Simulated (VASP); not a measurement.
# SnO2 in VASP: notebook

The runs below take SnO2 through single point, with LDA.

Program: VASP 6.6.1. These are calculated values, not measurements. Logs are shortened: lines on timing, memory, paths and dates and some standing lists are left out, and cuts for length are marked.

### Step 1. The cell of the first run

The typed cell holds 6 atoms: a = 4.721 Å, b = 4.724 Å, c = 3.381 Å, α = 90.00°, β = 90.00°, γ = 90.00°.

### Step 2. Single point, LDA (strain along c alone, the other axes held: +6.0 %, then relaxed in part)

Input file INCAR:

```
SYSTEM = SnO2
PREC = Accurate
ENCUT = 520
EDIFF = 1E-6
ISMEAR = 0
SIGMA = 0.02
LREAL = .FALSE.
LASPH = .TRUE.
NELM = 60
ALGO = Normal
ISIF = 2
LWAVE = .FALSE.
LCHARG = .FALSE.
GGA = CA
NBANDS = 35
```

Input file KPOINTS:

```
regular mesh
0
G
  6 6 8
  0 0 0
```

Input file POSCAR:

```
SnO2
1.0
    4.7212714757      0.0000000000      0.0000000000
    0.0000000000      4.7242464866      0.0000000000
    0.0000000000      0.0000000000      3.3814205672
Sn O
2 4
Direct
    0.5000000000      0.5000000000      0.5000000000
    0.0000000000      0.0000000000      0.0000000000
    0.3078080611      0.3079162371      0.0000000000
    0.8078080611      0.1920837629      0.5000000000
    0.1921919389      0.8079162371      0.5000000000
    0.6921919389      0.6920837629      0.0000000000
```

Potentials or basis: VASP PAW LDA potentials, release 64 (Sn_d, O).

Launch:

```console
$ cat potpaw_LDA.64/Sn_d/POTCAR potpaw_LDA.64/O/POTCAR > POTCAR
$ mpirun -np 1 vasp_std > vasp.out
```

OUTCAR:

```text
SYSTEM = SnO2
   PREC = Accurate
   ENCUT = 520
   EDIFF = 1E-6
   ISMEAR = 0
   LREAL = .FALSE.
   LASPH = .TRUE.
   NELM = 60
   ISIF = 2
   GGA = CA

 ion  position               nearest neighbor table
   1  0.500  0.500  0.500-   4 2.06   5 2.06   3 2.12   6 2.12   3 2.12   6 2.12   2 3.74   2 3.74
                             2 3.74   2 3.74   2 3.74   2 3.74   2 3.74   2 3.74
   2  0.000  0.000  0.000-   3 2.06   6 2.06   5 2.12   4 2.12   4 2.12   5 2.12   1 3.74   1 3.74
                             1 3.74   1 3.74   1 3.74   1 3.74   1 3.74   1 3.74
   3  0.308  0.308  0.000-   2 2.06   1 2.12   1 2.12
   4  0.808  0.192  0.500-   1 2.06   2 2.12   2 2.12
   5  0.192  0.808  0.500-   1 2.06   2 2.12   2 2.12
   6  0.692  0.692  0.000-   2 2.06   1 2.12   1 2.12

  LATTYP: Found a simple orthorhombic cell.
 ALAT       =     3.3814205672
 B/A-ratio  =     1.3962390604
 C/A-ratio  =     1.3971188714

  Lattice vectors:

 A1 = (   0.0000000000,   0.0000000000,   3.3814205672)
 A2 = (   4.7212714757,   0.0000000000,   0.0000000000)
 A3 = (   0.0000000000,   4.7242464866,   0.0000000000)

Analysis of symmetry for initial positions (statically):
=====================================================================
 Subroutine PRICEL returns:
 Original cell was already a primitive cell.

 Routine SETGRP: Setting up the symmetry group for a
 simple orthorhombic supercell.

 Subroutine GETGRP returns: Found  8 space group operations
 (whereof  4 operations were pure point group operations)
 out of a pool of  8 trial point group operations.

The static configuration has the point symmetry C_2h.
 The point group associated with its full space group is D_2h.

Analysis of symmetry for dynamics (positions and initial velocities):
=====================================================================
 Subroutine PRICEL returns:
 Original cell was already a primitive cell.

 Routine SETGRP: Setting up the symmetry group for a
 simple orthorhombic supercell.

 Subroutine GETGRP returns: Found  8 space group operations
 (whereof  4 operations were pure point group operations)
 out of a pool of  8 trial point group operations.

The dynamic configuration has the point symmetry C_2h.
 The point group associated with its full space group is D_2h.

 Subroutine INISYM returns: Found  8 space group operations
 (whereof  4 operations are pure point group operations),
 and found     1 'primitive' translations

----------------------------------------------------------------------------------------

                                     Primitive cell

  volume of cell :      75.4207

  direct lattice vectors                    reciprocal lattice vectors
     4.721271476  0.000000000  0.000000000     0.211807350  0.000000000  0.000000000
     0.000000000  4.724246487  0.000000000     0.000000000  0.211673968  0.000000000
     0.000000000  0.000000000  3.381420567     0.000000000  0.000000000  0.295733695

  length of vectors
     4.721271476  4.724246487  3.381420567     0.211807350  0.211673968  0.295733695

  position of ions in fractional coordinates (direct lattice)
     0.500000000  0.500000000  0.500000000
     0.000000000  0.000000000  0.000000000
     0.307808061  0.307916237  0.000000000
     0.807808061  0.192083763  0.500000000
     0.192191939  0.807916237  0.500000000
     0.692191939  0.692083763  0.000000000

  ion indices of the primitive-cell ions
   primitive index   ion index
                 1           1
                 2           2
                 3           3
                 4           4
                 5           5
                 6           6

----------------------------------------------------------------------------------------

 KPOINTS: regular mesh

Automatic generation of k-mesh.
 Grid dimensions read from file:
 generate k-points for:    6    6    8

 Generating k-lattice:

  Cartesian coordinates                     Fractional coordinates (reciprocal lattice)
     0.035301225  0.000000000  0.000000000     0.166666667  0.000000000  0.000000000
     0.000000000  0.035278995  0.000000000     0.000000000  0.166666667  0.000000000
     0.000000000  0.000000000  0.036966712     0.000000000  0.000000000  0.125000000

  Length of vectors
     0.035301225  0.035278995  0.036966712

  Shift w.r.t. Gamma in fractional coordinates (k-lattice)
     0.000000000  0.000000000  0.000000000

 Subroutine IBZKPT returns following result:
 ===========================================

 Found     80 irreducible k-points:

 Following reciprocal coordinates:
            Coordinates               Weight
  0.000000  0.000000  0.000000      1.000000
  0.166667  0.000000  0.000000      2.000000
  0.333333  0.000000  0.000000      2.000000
  0.500000  0.000000  0.000000      1.000000
  0.000000  0.166667  0.000000      2.000000
  0.166667  0.166667  0.000000      4.000000
[... 16 lines left out ...]
  0.333333  0.166667  0.125000      8.000000
  0.500000  0.166667  0.125000      4.000000
 [... further k-points ...]
   k-points           NKPTS =     80   k-points in BZ     NKDIM =     80   number of bands    NBANDS=     35
   number of dos      NEDOS =    301   number of ions     NIONS =      6
   total plane-waves  NPLWV =  36288
   dimension x,y,z NGX =    36 NGY =   36 NGZ =   28
   dimension x,y,z NGXF=    72 NGYF=   72 NGZF=   56
   ions per type =               2   4
   NGX,Y,Z   is equivalent  to a cutoff of  12.68, 12.67, 13.77 a.u.
   NGXF,Y,Z  is equivalent  to a cutoff of  25.35, 25.34, 27.53 a.u.
 SYSTEM =  SnO2
   PREC   = accura    normal or accurate (medium, high low for compatibility)
   ISTART =      0    job   : 0-new  1-cont  2-samecut
   ICHARG =      2    charge: 1-file 2-atom 10-const
   ISPIN  =      1    spin polarized calculation?
   LNONCOLLINEAR =      F non collinear calculations
   LSORBIT =      F    spin-orbit coupling
   LASPH  =      T    aspherical Exc in radial PAW
   ENCUT  =  520.0 eV  38.22 Ry    6.18 a.u.   8.78  8.78  6.29*2*pi/ulx,y,z
   NELM   =     60;   NELMIN=  2; NELMDL= -5     # of ELM steps
   EDIFF  = 0.1E-05   stopping-criterion for ELM
   LREAL  =      F    real-space projection
   EDIFFG = 0.1E-04   stopping-criterion for IOM
   NSW    =      0    number of steps for IOM
   IBRION =     -1    ionic relax: 0-MD 1-quasi-New 2-CG
   NFREE  =      0    steps in history (QN), initial steepest desc. (CG)
   ISIF   =      2    stress and relaxation
   ISYM   =      2    0-nonsym 1-usesym 2-fastsym
   POTIM  = 0.5000    time-step for ionic-motion
   TEBEG  =    0.0;   TEEND  =   0.0 temperature during run
   PSTRESS=    0.0 pullay stress
   NELECT =      52.0000    total number of electrons
   NUPDOWN=      -1.0000    fix difference up-down
   EMIN   =  10.00;   EMAX   =-10.00  energy-range for DOS
   EFERMI =   0.00;   METHOD = LEGACY
   ISMEAR =     0;   SIGMA  =   0.02  broadening in eV -4-tet -1-fermi 0-gaus
   EFERMI_NEDOS =   21; number of points for ismear=-14 and -15
   IALGO  =     38    algorithm
   IMIX   =      4    mixing-type and parameters
     AMIX     =   0.40;   BMIX     =  1.00
     AMIX_MAG =   1.60;   BMIX_MAG =  1.00
  volume/ion in A,a.u.               =      12.57        84.83
  Fermi-wavevector in a.u.,A,eV,Ry     =   1.446258  2.733031 28.458783  2.091662
  Thomas-Fermi vector in A             =   2.564347
   LORBIT       =      0    0 simple, 1 ext, 2 COOP (PROOUT), +10 PAW based schemes
   GGA     = CA    functional components
   LHFCALC =     F    Hartree Fock is set to
   AEXX    =    0.0000 exact exchange contribution
   IVDW    =     0    specifies the selected vdW correction
   LEPSILON=     F    determine dielectric tensor
   LRPA    =     F    only Hartree local field effects (RPA)
 non-spin polarized calculation
 Gauss-broadening in eV      SIGMA  =   0.02
  energy-cutoff  :      520.00
  volume of cell :       75.42
 maximum number of plane-waves:      2056
 NGX is ok and might be reduce to    36
   NGX = 17   NGY = 17   NGZ = 13

 number of electron      51.9999989 magnetization

 Free energy of the ion-electron system (eV)
  ---------------------------------------------------
  ext. energy  EPLUGINS =         0.00000000
  ---------------------------------------------------
  free energy    TOTEN  =       -42.01609779 eV

  energy without entropy =      -42.01609779  energy(sigma->0) =      -42.01609779

 E-fermi :   5.4218     XC(G=0): -11.5488

 val. band max:        5.2539272450   @ k =   0.0000   0.0000   0.0000
 cond. band min:       5.6359916950   @ k =   0.0000   0.0000   0.0000
 fundamental gap:      0.3820644500
 Fermi energy:         5.4218018193

 k-point     1 :       0.0000    0.0000    0.0000
  band No.  band energies     occupation
      1     -15.6299      2.00000
      2     -14.9216      2.00000
      3     -14.8270      2.00000
      4     -14.8046      2.00000
      5     -14.8046      2.00000
      6     -14.7993      2.00000
[... 27 lines left out ...]
     34      16.8675      0.00000
     35      17.3481      0.00000

 k-point     2 :       0.1667    0.0000    0.0000
  band No.  band energies     occupation
      1     -15.5912      2.00000
      2     -14.9671      2.00000
      3     -14.8273      2.00000
      4     -14.8185      2.00000
      5     -14.8029      2.00000
      6     -14.8028      2.00000
[... 27 lines left out ...]
     34      16.9790      0.00000
     35      17.2996      0.00000

 k-point     3 :       0.3333    0.0000    0.0000
  band No.  band energies     occupation
      1     -15.4795      2.00000
      2     -15.1173      2.00000
      3     -14.8300      2.00000
      4     -14.8281      2.00000
      5     -14.7992      2.00000
      6     -14.7989      2.00000
[... 27 lines left out ...]
     34      17.2856      0.00000
     35      17.2976      0.00000

 k-point     4 :       0.5000    0.0000    0.0000
  band No.  band energies     occupation
      1     -15.3100      2.00000
      2     -15.3100      2.00000
      3     -14.8297      2.00000
      4     -14.8297      2.00000
      5     -14.7971      2.00000
      6     -14.7971      2.00000
[... 27 lines left out ...]
     34      16.4762      0.00000
     35      17.3762      0.00000

 k-point     5 :       0.0000    0.1667    0.0000
  band No.  band energies     occupation
      1     -15.5912      2.00000
      2     -14.9671      2.00000
      3     -14.8273      2.00000
      4     -14.8185      2.00000
      5     -14.8029      2.00000
      6     -14.8027      2.00000
[... 638 lines left out ...]
 k-point    22 :       0.1667    0.1667    0.1250
  band No.  band energies     occupation
      1     -15.5163      2.00000
      2     -15.0382      2.00000
      3     -14.8901      2.00000
      4     -14.8604      2.00000
      5     -14.8028      2.00000
      6     -14.7749      2.00000
[... 27 lines left out ...]
     34      17.0661      0.00000
     35      17.2621      0.00000

 k-point    23 :       0.3333    0.1667    0.1250
  band No.  band energies     occupation
      1     -15.4362      2.00000
      2     -15.1667      2.00000
      3     -14.8882      2.00000
      4     -14.8697      2.00000
      5     -14.7937      2.00000
      6     -14.7710      2.00000
[... 27 lines left out ...]
     34      17.1243      0.00000
     35      17.3221      0.00000

 k-point    24 :       0.5000    0.1667    0.1250
  band No.  band energies     occupation
      1     -15.3124      2.00000
      2     -15.3124      2.00000
      3     -14.8807      2.00000
      4     -14.8807      2.00000
      5     -14.7804      2.00000
      6     -14.7804      2.00000
[... 27 lines left out ...]
     34      16.6884      0.00000
     35      17.3585      0.00000

 [... further k-points ...]
[... 5 lines left out ...]
  --------------------------------------------------------------------------------------
  -------------------------------------------------------------------------------------
  Total       -3.3707255     -3.3915451     -9.4306335     -0.0000000      0.0000000      0.0000000
  in kB      -71.6049853    -72.0472589   -200.3368030     -0.0000000      0.0000000      0.0000000
  external PRESSURE =    -114.6630157 kB  Pullay stress =       0.0000000 kB

 VOLUME and BASIS-vectors are now :
 -----------------------------------------------------------------------------
  energy-cutoff  :      520.00
  volume of cell :       75.42
      direct lattice vectors                 reciprocal lattice vectors
     4.721271476  0.000000000  0.000000000     0.211807350  0.000000000  0.000000000
     0.000000000  4.724246487  0.000000000     0.000000000  0.211673968  0.000000000
     0.000000000  0.000000000  3.381420567     0.000000000  0.000000000  0.295733695

 POSITION                                       TOTAL-FORCE (eV/Angst)
 -----------------------------------------------------------------------------------
      2.36064      2.36212      1.69071         0.000000     -0.000000      0.000000
      0.00000      0.00000      0.00000         0.000000     -0.000000      0.000000
      1.45325      1.45467      0.00000         0.002002      0.001681     -0.000000
      3.81388      0.90745      1.69071         0.002002     -0.001681     -0.000000
      0.90739      3.81680      1.69071        -0.002002      0.001681      0.000000
      3.26803      3.26957      0.00000        -0.002002     -0.001681      0.000000
 -----------------------------------------------------------------------------------
    total drift:                                0.000000      0.000000      0.000000

  FREE ENERGIE OF THE ION-ELECTRON SYSTEM (eV)
  ---------------------------------------------------
  free  energy   TOTEN  =       -42.0160977944 eV

  energy  without entropy=      -42.0160977944  energy(sigma->0) =      -42.01609779
```

Wall time 5.8 min (1 thread of Intel Xeon 8259CL, shared host); peak memory 0.27 GiB.

Results:

* Free energy: -42.0161 eV
* Pressure: -11.5 GPa
* Band gap on the k mesh: 0.38 eV

Forces in eV/Å, atoms in the order of the input:
```
Sn   0.000  0.000  0.000
Sn   0.000  0.000  0.000
O    0.002  0.002  0.000
O    0.002 -0.002  0.000
O   -0.002  0.002  0.000
O   -0.002 -0.002  0.000
```

Levels at points of the mesh, in eV from the valence-band top:
```
           k point  band 22  band 23  band 24  band 25  band 26  band 27  band 28  band 29  band 30  band 31
(0.00, 0.00, 0.00)    -1.39    -1.39    -0.68    -0.67     0.00     0.38     4.91     5.41     5.42     9.20
(0.50, 0.00, 0.00)    -1.88    -1.32    -1.32    -0.57    -0.57     3.70     3.70     6.12     6.12    10.48
(0.00, 0.50, 0.00)    -1.88    -1.32    -1.32    -0.57    -0.57     3.70     3.70     6.12     6.12    10.48
(0.50, 0.50, 0.00)    -1.96    -1.49    -1.49    -0.72    -0.72     3.89     3.89     6.67     6.67    10.48
(0.00, 0.00, 0.50)    -2.55    -1.58    -1.58    -1.17    -1.17     5.34     5.34     9.25     9.25     9.31
(0.50, 0.00, 0.50)    -1.68    -0.97    -0.97    -0.63    -0.63     5.68     5.68     7.67     7.67     9.72
(0.00, 0.50, 0.50)    -1.68    -0.97    -0.97    -0.63    -0.63     5.68     5.68     7.67     7.67     9.72
(0.50, 0.50, 0.50)    -2.23    -0.87    -0.87    -0.67    -0.67     4.24     4.24     8.36     8.36     9.74
```

Caveat: the cell differs from its parent crystal (strain along c alone, the other axes held: +6.0 %, then relaxed in part); the cell stands under tension; spin-orbit coupling is left out, which moves the levels of the heavy elements.

### Step 3. Single point, LDA

Input file INCAR:

```
  ALGO = Normal
  EDIFF = 1E-6
  ENCUT = 520
  ISIF = 2
  ISMEAR = 0
  LASPH = T
  LCHARG = T
  LELF = T
  LREAL = F
  LVHAR = T
  LWAVE = F
  NBANDS = 35
  NELM = 100
  PREC = Accurate
  SIGMA = 0.02
```

Input file KPOINTS:

```
k-points
0
Gamma
  6 6 8
```

POSCAR is that of step 2.

Potentials or basis: VASP PAW LDA potentials, release 64 (Sn_d, O).

Launch:

```console
$ cat potpaw_LDA.64/Sn_d/POTCAR potpaw_LDA.64/O/POTCAR > POTCAR
$ mpirun -np 1 vasp_std > vasp.out
```

It took 5.1 min on 1 thread of Intel Xeon 8259CL, shared host; peak memory 0.27 GiB.

It converged, with:

| Quantity | Value |
| --- | --- |
| Free energy | -42.0161 eV |
| Pressure | -11.5 GPa |
| Band gap on the k mesh | 0.38 eV |

Forces in eV/Å, atoms in the order of the input:
```
Sn   0.000  0.000  0.000
Sn   0.000  0.000  0.000
O    0.002  0.002  0.000
O    0.002 -0.002  0.000
O   -0.002  0.002  0.000
O   -0.002 -0.002  0.000
```

Stress tensor (GPa, compression positive):
```
 -7.16   0.00   0.00
  0.00  -7.20   0.00
  0.00   0.00 -20.03
```

Levels at points of the mesh, in eV from the valence-band top:
```tsv
k point	band 22	band 23	band 24	band 25	band 26	band 27	band 28	band 29	band 30	band 31
(0.00, 0.00, 0.00)	-1.39	-1.39	-0.68	-0.67	0.00	0.38	4.91	5.41	5.42	9.20
(0.50, 0.00, 0.00)	-1.88	-1.32	-1.32	-0.57	-0.57	3.70	3.70	6.12	6.12	10.48
(0.00, 0.50, 0.00)	-1.88	-1.32	-1.32	-0.57	-0.57	3.70	3.70	6.12	6.12	10.48
(0.50, 0.50, 0.00)	-1.96	-1.49	-1.49	-0.72	-0.72	3.89	3.89	6.67	6.67	10.48
(0.00, 0.00, 0.50)	-2.55	-1.58	-1.58	-1.17	-1.17	5.34	5.34	9.25	9.25	9.31
(0.50, 0.00, 0.50)	-1.68	-0.97	-0.97	-0.63	-0.63	5.68	5.68	7.67	7.67	9.72
(0.00, 0.50, 0.50)	-1.68	-0.97	-0.97	-0.63	-0.63	5.68	5.68	7.67	7.67	9.72
(0.50, 0.50, 0.50)	-2.23	-0.87	-0.87	-0.67	-0.67	4.24	4.24	8.36	8.36	9.74
```

Caveat: the cell stands under tension; spin-orbit coupling is left out, which moves the levels of the heavy elements.

[end of part 1 of 2]
